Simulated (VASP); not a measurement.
# Si5O (P-62m) in VASP: a series of runs

The runs below take Si5O through single point, relaxation of cell and atoms, with PBE.

Program: VASP 6.6.1. These are calculated values, not measurements. Logs are shortened: lines on timing, memory, paths and dates and some standing lists are left out, and cuts for length are marked.

### 1 The cell of the first run

It takes space group P-62m (No. 189, hexagonal). The conventional cell has a = 6.684 Å, b = 6.684 Å, c = 2.560 Å, α = 90.00°, β = 90.00°, γ = 120.00°. Within 2.6 Å of Si (site symmetry m2m) lie 1 O at 1.85 Å and 4 Si at 2.44 to 2.56 Å. Si (site symmetry -6) has 5 Si at 2.44 to 2.56 Å within 3.2 Å. Within 2.6 Å of O (site symmetry -62m) lie 3 Si at 1.85 Å and 2 O at 2.56 Å.

The cell was generated, and may not be a known phase.

### 2 Single point, PBE, collinear spin, ferromagnetic start

The input, INCAR:

```
  PREC = Accurate
  ENCUT = 520
  EDIFF = 1E-6
  ISMEAR = 0
  SIGMA = 0.1
  LREAL = False
  LASPH = True
  NELM = 150
  ALGO = Normal
  ISIF = 2
  LWAVE = False
  LCHARG = False
  ISPIN = 2
  MAGMOM = 0 0 0 0 0 1
  LORBIT = 11
  GGA = PE
  NBANDS = 26
```

The input, KPOINTS:

```
Automatic mesh
0
Gamma
  3 3 6
```

The input, POSCAR:

```
Si5O
1.0
    6.6839565968      0.0000000000      0.0000000000
   -3.3419782984      5.7884762106      0.0000000000
    0.0000000000      0.0000000000      2.5596212250
Si O
5 1
Direct
    0.7236052957      0.0000000000      0.0000000000
    0.0000000000      0.7236052957      0.0000000000
    0.2763947043      0.2763947043      0.0000000000
    0.3333333333      0.6666666667      0.0000000000
    0.6666666667      0.3333333333      0.0000000000
    0.0000000000      0.0000000000      0.0000000000
```

Potentials or basis: VASP PAW PBE potentials, release 64 (Si, O).

The run is started by

```console
$ cat potpaw_PBE.64/Si/POTCAR potpaw_PBE.64/O/POTCAR > POTCAR
$ mpirun -np 1 vasp_std > vasp.out
```

OUTCAR:

```text
PREC = Accurate
   ENCUT = 520
   EDIFF = 1E-6
   ISMEAR = 0
   LREAL = False
   LASPH = True
   NELM = 150
   ISIF = 2
   ISPIN = 2
   LORBIT = 11
   GGA = PE

 ion  position               nearest neighbor table
   1  0.724  0.000  0.000-   6 1.85   5 2.44   4 2.44
   2  0.000  0.724  0.000-   6 1.85   4 2.44   5 2.44
   3  0.276  0.276  0.000-   6 1.85   4 2.44   5 2.44
   4  0.333  0.667  0.000-   2 2.44   1 2.44   3 2.44
   5  0.667  0.333  0.000-   1 2.44   2 2.44   3 2.44
   6  0.000  0.000  0.000-   2 1.85   3 1.85   1 1.85

  LATTYP: Found a hexagonal cell.
 ALAT       =     6.6839565968
 C/A-ratio  =     0.3829500069

  Lattice vectors:

 A1 = (   6.6839565968,   0.0000000000,   0.0000000000)
 A2 = (  -3.3419782984,   5.7884762106,   0.0000000000)
 A3 = (   0.0000000000,   0.0000000000,   2.5596212250)

Analysis of symmetry for initial positions (statically):
=====================================================================
 Subroutine PRICEL returns:
 Original cell was already a primitive cell.

 Routine SETGRP: Setting up the symmetry group for a
 hexagonal supercell.

 Subroutine GETGRP returns: Found 12 space group operations
 (whereof 12 operations were pure point group operations)
 out of a pool of 24 trial point group operations.

The static configuration has the point symmetry D_3h.

Analysis of symmetry for dynamics (positions and initial velocities):
=====================================================================
 Subroutine PRICEL returns:
 Original cell was already a primitive cell.

 Routine SETGRP: Setting up the symmetry group for a
 hexagonal supercell.

 Subroutine GETGRP returns: Found 12 space group operations
 (whereof 12 operations were pure point group operations)
 out of a pool of 24 trial point group operations.

The dynamic configuration has the point symmetry D_3h.

Analysis of structural, dynamic, and magnetic symmetry:
=====================================================================
 Subroutine PRICEL returns:
 Original cell was already a primitive cell.

 Routine SETGRP: Setting up the symmetry group for a
 hexagonal supercell.

 Subroutine GETGRP returns: Found 12 space group operations
 (whereof 12 operations were pure point group operations)
 out of a pool of 24 trial point group operations.

The overall configuration has the point symmetry D_3h.

 Subroutine INISYM returns: Found 12 space group operations
 (whereof 12 operations are pure point group operations),
 and found     1 'primitive' translations
[... 126 lines left out ...]
 NGX is ok and might be reduce to    50
   NGX = 25   NGY = 25   NGZ =  9

 number of electron      26.0000002 magnetization       0.0004498

 number of electron      26.0000002 magnetization      -0.0001254

 Free energy of the ion-electron system (eV)
  ---------------------------------------------------
  ext. energy  EPLUGINS =         0.00000000
  ---------------------------------------------------
  free energy    TOTEN  =       -32.42030921 eV

  energy without entropy =      -32.40397283  energy(sigma->0) =      -32.41214102

 E-fermi :   6.8468     XC(G=0): -10.0300

 val. band max:        6.7946220920   @ k =   0.3333   0.3333   0.5000
 cond. band min:       6.8986723502   @ k =   0.3333   0.3333   0.3333
 fundamental gap:      0.1040502582
 Fermi energy:         6.8467689386

 spin component 1

 k-point     1 :       0.0000    0.0000    0.0000
  band No.  band energies     occupation
      1     -14.7599      1.00000
      2      -4.9293      1.00000
      3      -3.8332      1.00000
      4      -3.8332      1.00000
      5      -2.5137      1.00000
      6      -0.3281      1.00000
[... 325 lines left out ...]
     24      12.3359      0.00000
     25      13.1448      0.00000
 Fermi energy:         6.8467689386

 spin component 2

 k-point     1 :       0.0000    0.0000    0.0000
  band No.  band energies     occupation
      1     -14.7600      1.00000
      2      -4.9293      1.00000
      3      -3.8333      1.00000
      4      -3.8333      1.00000
      5      -2.5136      1.00000
      6      -0.3281      1.00000
[... 325 lines left out ...]
     24      12.3359      0.00000
     25      13.1448      0.00000
 [bands above 25 left out]

------------------------ aborting loop because EDIFF is reached ----------------------------------------

  FORCE on cell =-STRESS in cart. coord.  units (eV):
  Direction    XX          YY          ZZ          XY          YZ          ZX
  --------------------------------------------------------------------------------------
  -------------------------------------------------------------------------------------
  Total       -1.8363479     -1.8363479      3.2905971     -0.0000000      0.0000000      0.0000000
  in kB      -29.7092684    -29.7092684     53.2367716     -0.0000000      0.0000000      0.0000000
  external PRESSURE =      -2.0605884 kB  Pullay stress =       0.0000000 kB

 VOLUME and BASIS-vectors are now :
 -----------------------------------------------------------------------------
  energy-cutoff  :      520.00
  volume of cell :       99.03
      direct lattice vectors                 reciprocal lattice vectors
     6.683956597  0.000000000  0.000000000     0.149611983  0.086378519  0.000000000
    -3.341978298  5.788476211  0.000000000     0.000000000  0.172757037  0.000000000
     0.000000000  0.000000000  2.559621225     0.000000000  0.000000000  0.390682805

 POSITION                                       TOTAL-FORCE (eV/Angst)
 -----------------------------------------------------------------------------------
      4.83655      0.00000      0.00000        -0.296146     -0.000000     -0.000000
     -2.41827      4.18857      0.00000         0.148073     -0.256470      0.000000
      0.92371      1.59990      0.00000         0.148073      0.256470     -0.000000
     -0.00000      3.85898      0.00000         0.000000     -0.000000      0.000000
      3.34198      1.92949      0.00000         0.000000     -0.000000      0.000000
      0.00000      0.00000      0.00000         0.000000      0.000000      0.000000
 -----------------------------------------------------------------------------------
    total drift:                               -0.000003     -0.000006      0.000001

  FREE ENERGIE OF THE ION-ELECTRON SYSTEM (eV)
  ---------------------------------------------------
  free  energy   TOTEN  =       -32.4203092136 eV

  energy  without entropy=      -32.4039728253  energy(sigma->0) =      -32.41214102

 total charge

# of ion       s       p       d       tot
------------------------------------------
    1        0.780   0.796   0.000   1.576
    2        0.780   0.796   0.000   1.576
    3        0.780   0.796   0.000   1.576
    4        0.801   0.823   0.000   1.624
    5        0.801   0.823   0.000   1.624
    6        1.584   3.502   0.000   5.086
--------------------------------------------------
tot          5.528   7.535   0.000  13.062

 magnetization (x)

# of ion       s       p       d       tot
------------------------------------------
    1       -0.000  -0.000   0.000  -0.000
    2       -0.000  -0.000   0.000  -0.000
    3       -0.000  -0.000   0.000  -0.000
    4        0.000   0.000   0.000   0.000
    5        0.000   0.000   0.000   0.000
    6        0.000   0.000   0.000   0.000
--------------------------------------------------
tot         -0.000   0.000   0.000  -0.000
```

OSZICAR:

```text
N       E                     dE             d eps       ncg     rms          rms(c)
DAV:   1     0.581885410675E+02    0.58189E+02   -0.99903E+03  1248   0.830E+02
DAV:   2    -0.282738147683E+02   -0.86462E+02   -0.81607E+02  1532   0.146E+02
DAV:   3    -0.333271201369E+02   -0.50533E+01   -0.49839E+01  1652   0.318E+01
DAV:   4    -0.333798176811E+02   -0.52698E-01   -0.52653E-01  1500   0.379E+00
DAV:   5    -0.333804784967E+02   -0.66082E-03   -0.66071E-03  1590   0.425E-01    0.108E+01
DAV:   6    -0.324821027785E+02    0.89838E+00   -0.41678E+00  1436   0.130E+01    0.516E+00
DAV:   7    -0.324396036733E+02    0.42499E-01   -0.63873E-01  1470   0.471E+00    0.265E+00
DAV:   8    -0.324213455489E+02    0.18258E-01   -0.14907E-01  1526   0.198E+00    0.969E-01
DAV:   9    -0.324193312059E+02    0.20143E-02   -0.13066E-02  1576   0.742E-01    0.358E-01
DAV:  10    -0.324201340534E+02   -0.80285E-03   -0.53090E-03  1468   0.357E-01    0.193E-01
DAV:  11    -0.324202010661E+02   -0.67013E-04   -0.61750E-04  1534   0.152E-01    0.972E-02
DAV:  12    -0.324202999106E+02   -0.98844E-04   -0.22191E-04  1428   0.721E-02    0.268E-02
DAV:  13    -0.324203062873E+02   -0.63767E-05   -0.47337E-05  1480   0.370E-02    0.149E-02
DAV:  14    -0.324203087930E+02   -0.25057E-05   -0.63205E-06  1494   0.128E-02    0.778E-03
DAV:  15    -0.324203092136E+02   -0.42061E-06   -0.14439E-06  1094   0.747E-03
   1 F= -.32420309E+02 E0= -.32412141E+02  d E =-.163364E-01  mag=     0.0000
```

Run time: 32 s. Hardware: 1 thread of Intel Xeon 6975P-C (Granite Rapids), shared host; peak memory 0.26 GiB.

Results:

```
Free energy                                           : -32.4203 eV
Pressure                                              : -0.2 GPa
Largest force                                         : 0.296 eV/Å
Band gap on the k mesh                                : zero (filled and empty bands overlap)
Net moment                                            : 0.00 μB per cell
Valence electrons inside the program's atomic spheres : Si 1.58, 1.62 (each value once); O 5.09
```

Forces in eV/Å, atoms in the order of the input:
```
Si  -0.296  0.000  0.000
Si   0.148 -0.256  0.000
Si   0.148  0.256  0.000
Si   0.000  0.000  0.000
Si   0.000  0.000  0.000
O    0.000  0.000  0.000
```

Stress tensor (GPa, compression positive):
```
-2.97  0.00  0.00
 0.00 -2.97  0.00
 0.00  0.00  5.32
```

Caveat: the k points lie up to 0.41 Å⁻¹ apart, too coarse for converged energies and pressures of a metal.

### 3 Single point, PBE

The input, INCAR:

```
SYSTEM = Si5O
PREC = Accurate ; ENCUT = 520
EDIFF = 1E-6 ; ISMEAR = 0
SIGMA = 0.1 ; LREAL = .False.
LASPH = .True. ; NELM = 80
ALGO = Normal ; ISIF = 2
LWAVE = .False. ; LCHARG = .False.
GGA = PE ; NBANDS = 22
```

The input, KPOINTS:

```
Automatic mesh
0
Gamma
  6 6 14
  0 0 0
```

The input, POSCAR:

```
Si5O
1.0
    6.6252845167      0.0000000000      0.0000000000
   -3.3126422583      5.7376646987      0.0000000000
    0.0000000000      0.0000000000      2.6072904857
Si O
5 1
Direct
    0.7212525354      0.0000000000      0.0000000000
    0.0000000000      0.7212525354      0.0000000000
    0.2787474646      0.2787474646      0.0000000000
    0.3333333333      0.6666666667      0.0000000000
    0.6666666667      0.3333333333      0.0000000000
    0.0000000000      0.0000000000      0.0000000000
```

Potentials or basis: VASP PAW PBE potentials, release 64 (Si, O).

The run is started by

```console
$ cat potpaw_PBE.64/Si/POTCAR potpaw_PBE.64/O/POTCAR > POTCAR
$ mpirun -np 1 vasp_std > vasp.out
```

OUTCAR:

```text
SYSTEM = Si5O
   PREC = Accurate
   ENCUT = 520
   EDIFF = 1E-6
   ISMEAR = 0
   LREAL = .False.
   LASPH = .True.
   NELM = 80
   ISIF = 2
   GGA = PE

 ion  position               nearest neighbor table
   1  0.721  0.000  0.000-   6 1.85   5 2.41   4 2.41
   2  0.000  0.721  0.000-   6 1.85   4 2.41   5 2.41
   3  0.279  0.279  0.000-   6 1.85   4 2.41   5 2.41
   4  0.333  0.667  0.000-   2 2.41   1 2.41   3 2.41
   5  0.667  0.333  0.000-   1 2.41   2 2.41   3 2.41
   6  0.000  0.000  0.000-   2 1.85   3 1.85   1 1.85

  LATTYP: Found a hexagonal cell.
[... 806 lines left out ...]
  -------------------------------------------------------------------------------------
  Total       -0.0167349     -0.0167349     -0.0427219     -0.0000000      0.0000000     -0.0000000
  in kB       -0.2705235     -0.2705235     -0.6906094     -0.0000000      0.0000000     -0.0000000
  external PRESSURE =      -0.4105521 kB  Pullay stress =       0.0000000 kB

 VOLUME and BASIS-vectors are now :
 -----------------------------------------------------------------------------
  energy-cutoff  :      520.00
  volume of cell :       99.11
      direct lattice vectors                 reciprocal lattice vectors
     6.625284517  0.000000000  0.000000000     0.150936914  0.087143468  0.000000000
    -3.312642258  5.737664699  0.000000000     0.000000000  0.174286936  0.000000000
     0.000000000  0.000000000  2.607290486     0.000000000  0.000000000  0.383539926

 POSITION                                       TOTAL-FORCE (eV/Angst)
 -----------------------------------------------------------------------------------
      4.77850      0.00000      0.00000        -0.012391     -0.000000      0.000000
     -2.38925      4.13831      0.00000         0.006195     -0.010731     -0.000000
      0.92339      1.59936      0.00000         0.006195      0.010731     -0.000000
     -0.00000      3.82511      0.00000         0.000000     -0.000000     -0.000000
      3.31264      1.91255      0.00000         0.000000     -0.000000     -0.000000
      0.00000      0.00000      0.00000         0.000000     -0.000000     -0.000000
 -----------------------------------------------------------------------------------
    total drift:                               -0.000001     -0.000002      0.000000

  FREE ENERGIE OF THE ION-ELECTRON SYSTEM (eV)
  ---------------------------------------------------
  free  energy   TOTEN  =       -32.3605446291 eV

  energy  without entropy=      -32.3492144210  energy(sigma->0) =      -32.35487953
```

OSZICAR:

```text
N       E                     dE             d eps       ncg     rms          rms(c)
DAV:   1     0.648019333218E+02    0.64802E+02   -0.10470E+04  2464   0.100E+03
DAV:   2    -0.275839988003E+02   -0.92386E+02   -0.87848E+02  3112   0.162E+02
DAV:   3    -0.335692896839E+02   -0.59853E+01   -0.59213E+01  3170   0.393E+01
DAV:   4    -0.336432738175E+02   -0.73984E-01   -0.73925E-01  3082   0.503E+00
DAV:   5    -0.336442304619E+02   -0.95664E-03   -0.95656E-03  3292   0.566E-01    0.948E+00
DAV:   6    -0.324706587170E+02    0.11736E+01   -0.49910E+00  3076   0.159E+01    0.511E+00
DAV:   7    -0.323800778236E+02    0.90581E-01   -0.59720E-01  2958   0.568E+00    0.261E+00
DAV:   8    -0.323653780672E+02    0.14700E-01   -0.19698E-01  3178   0.259E+00    0.705E-01
DAV:   9    -0.323599563785E+02    0.54217E-02   -0.32974E-02  3386   0.146E+00    0.223E-01
DAV:  10    -0.323604197018E+02   -0.46332E-03   -0.60829E-03  3030   0.516E-01    0.105E-01
DAV:  11    -0.323605475532E+02   -0.12785E-03   -0.72465E-04  2968   0.145E-01    0.407E-02
DAV:  12    -0.323605546443E+02   -0.70911E-05   -0.25784E-04  3200   0.104E-01    0.269E-02
DAV:  13    -0.323605432904E+02    0.11354E-04   -0.46897E-05  3336   0.557E-02    0.664E-03
DAV:  14    -0.323605446411E+02   -0.13507E-05   -0.12499E-05  2932   0.195E-02    0.148E-03
DAV:  15    -0.323605446291E+02    0.11952E-07   -0.20599E-07  1784   0.277E-03
   1 F= -.32360545E+02 E0= -.32354880E+02  d E =-.113302E-01
```

It took 49 s on 1 thread of Intel Xeon 6975P-C (Granite Rapids), shared host; peak memory 0.25 GiB.

Results:

```yaml
Free_energy: -32.3605 eV
Pressure: 0.0 GPa
Largest_force: 0.012 eV/Å
Band_gap_on_the_k_mesh: zero (bands 13 and 14 overlap by 2.50 eV)
```

Forces in eV/Å, atoms in the order of the input:
```
Si  -0.012  0.000  0.000
Si   0.006 -0.011  0.000
Si   0.006  0.011  0.000
Si   0.000  0.000  0.000
Si   0.000  0.000  0.000
O    0.000  0.000  0.000
```

Levels at points of the mesh, in eV from the Fermi level:
| k point | band 9 | band 10 | band 11 | band 12 | band 13 | band 14 | band 15 | band 16 | band 17 | band 18 |
| --- | --- | --- | --- | --- | --- | --- | --- | --- | --- | --- |
| (0.00, 0.00, 0.00) | -4.04 | -4.01 | -3.34 | 0.93 | 0.93 | 2.68 | 2.68 | 2.73 | 3.49 | 5.08 |
| (0.50, 0.00, 0.00) | -3.72 | -3.34 | -1.82 | -0.65 | -0.33 | 0.28 | 2.44 | 3.52 | 4.48 | 5.57 |
| (0.00, 0.00, 0.50) | -4.03 | -3.25 | -3.25 | -3.18 | -1.05 | -1.05 | 0.80 | 1.61 | 2.27 | 2.27 |
| (0.50, 0.00, 0.50) | -4.35 | -2.88 | -2.82 | -1.63 | -1.42 | -0.88 | -0.61 | 2.29 | 3.65 | 3.91 |

### 4 Relaxation of cell and atoms, PBE

This run uses another cell than the first one, of 15.54 Å³/atom.

The input, INCAR:

```
SYSTEM = Si5O
  PREC = Accurate
  ENCUT = 600
  EDIFF = 1E-6
  ISMEAR = 0
  SIGMA = 0.1
  LREAL = .False.
  LASPH = .True.
  NELM = 100
  ALGO = Normal
  ISIF = 3
  LWAVE = .False.
  LCHARG = .False.
  GGA = PE
  IBRION = 2
  NSW = 90
  EDIFFG = -0.04
```

The input, KPOINTS:

```
Automatic mesh
0
Gamma
  6 6 4
  0 0 0
```

The input, POSCAR:

```
Si5O
1.0
    4.6828033400      0.0000000000      0.0000000000
   -2.3414016700      4.0554266600      0.0000000000
    0.0000000000      0.0000000000      4.9093602700
Si O
5 1
Direct
    0.6929031400      0.0000000000      0.0000000000
    0.0000000000      0.6929031400      0.0000000000
    0.3070968600      0.3070968600      0.0000000000
    0.3333333300      0.6666666700      0.0000000000
    0.6666666700      0.3333333300      0.0000000000
    0.0000000000      0.0000000000      0.0000000000
```

The run is started by

```console
$ cat potpaw_PBE.64/Si/POTCAR potpaw_PBE.64/O/POTCAR > POTCAR
$ mpirun -np 1 vasp_std > vasp.out
```

Run time: 14 min. Hardware: 1 thread of Intel Xeon 6975P-C (Granite Rapids), shared host; peak memory 0.26 GiB.

Results (log left out):

```yaml
Free_energy: -31.5934 eV
Relaxed_volume: 16.47 Å³/atom
Relaxed_cell: a = 6.417 Å, b = 6.417 Å, c = 2.772 Å, α = 90.00°, β = 90.00°, γ = 120.00°
Space_group_after_relaxing_to_0.1_Å: P-62m (No. 189)
Pressure_after_relaxing: -0.1 GPa
Largest_force_after_relaxing: 0.007 eV/Å
Band_gap_on_the_k_mesh: zero (bands 13 and 14 overlap by 3.06 eV)
```

Forces in eV/Å, atoms in the order of the input:
```
Si  -0.007  0.000  0.000
Si   0.004 -0.006  0.000
Si   0.004  0.006  0.000
Si   0.000  0.000  0.000
Si   0.000  0.000  0.000
O    0.000  0.000  0.000
```

Final structure:
```cif
data_structure
_symmetry_space_group_name_H-M 'P 1'
_symmetry_Int_Tables_number 1
_cell_length_a 6.4172
_cell_length_b 6.4172
_cell_length_c 2.7717
_cell_angle_alpha 90.000
_cell_angle_beta 90.000
_cell_angle_gamma 120.000
_cell_volume 98.85
loop_
_atom_site_label
_atom_site_type_symbol
_atom_site_fract_x
_atom_site_fract_y
_atom_site_fract_z
_atom_site_occupancy
Si1 Si 0.71552 0.00000 0.00000 1
Si2 Si 0.00000 0.71552 0.00000 1
Si3 Si 0.28448 0.28448 0.00000 1
Si4 Si 0.33333 0.66667 0.00000 1
Si5 Si 0.66667 0.33333 0.00000 1
O1 O 0.00000 0.00000 0.00000 1
```

Levels at points of the mesh, in eV from the Fermi level:
```csv
k point,band 10,band 11,band 12,band 13,band 14,band 15,band 16,band 17
"(0.00, 0.00, 0.00)",-4.10,-3.15,1.22,1.22,3.17,3.17,3.33,5.07
"(0.50, 0.00, 0.00)",-3.70,-1.59,-0.22,0.38,0.57,2.86,3.92,5.33
"(0.00, 0.00, 0.50)",-3.05,-3.05,-2.94,-1.84,-1.84,1.42,1.53,2.04
"(0.50, 0.00, 0.50)",-3.70,-2.71,-2.38,-1.39,-1.14,-0.26,1.64,3.07
```

Caveat: a cell axis changed by over 15 % at a fixed basis, so the end point is rough.

(Part 1 of 2 ends here.)

The gap in the log of VASP goes by the Fermi energy; the results here count the filled bands.